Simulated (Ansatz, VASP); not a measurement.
## One calculation of Al2O3, two programs

```
Al O
1.0
     2.40251    1.38709    4.37208
    -2.40251    1.38709    4.37208
     0.00000   -2.77418    4.37208
Al O
4 6
Direct
  0.64790 0.64790 0.64790
  0.85210 0.85210 0.85210
  0.14790 0.14790 0.14790
  0.35210 0.35210 0.35210
  0.44385 0.05615 0.75000
  0.94385 0.25000 0.55615
  0.05615 0.75000 0.44385
  0.75000 0.44385 0.05615
  0.25000 0.55615 0.94385
  0.55615 0.94385 0.25000
```

Alike in both runs: task electric field gradients; functional PBE; k mesh 5 × 5 × 5; occupations fermi-dirac, width 0.02 eV; no spin polarisation.

|  | VASP | Ansatz |
| --- | --- | --- |
| version | VASP 6.6.1 | Ansatz 0.2.0 |
| potentials or method | VASP PAW PBE potentials, release 64 (Al, O) | plane-wave PAW, scalar-relativistic |
| plane-wave cutoff (eV) | 520 | 420 |
| valence electrons in the cell | 48 | 48 |

```tsv
	VASP	Ansatz	Ansatz less VASP
gap on the k mesh at the Fermi level (eV)	5.88	5.88	+0.004
pressure (GPa)	0.3	0.5	+0.16
traceless stress, the component that is largest in VASP (GPa)	-0.07	-0.05	+0.025
rms of the force components (eV/Å)	0.005	0.005	-0.0009
size of Vzz on the site where it differs most (V/Å²)	39.0	41.1	+2.14
```

Atom by atom the forces differ by 0.001 eV/Å (rms over components).
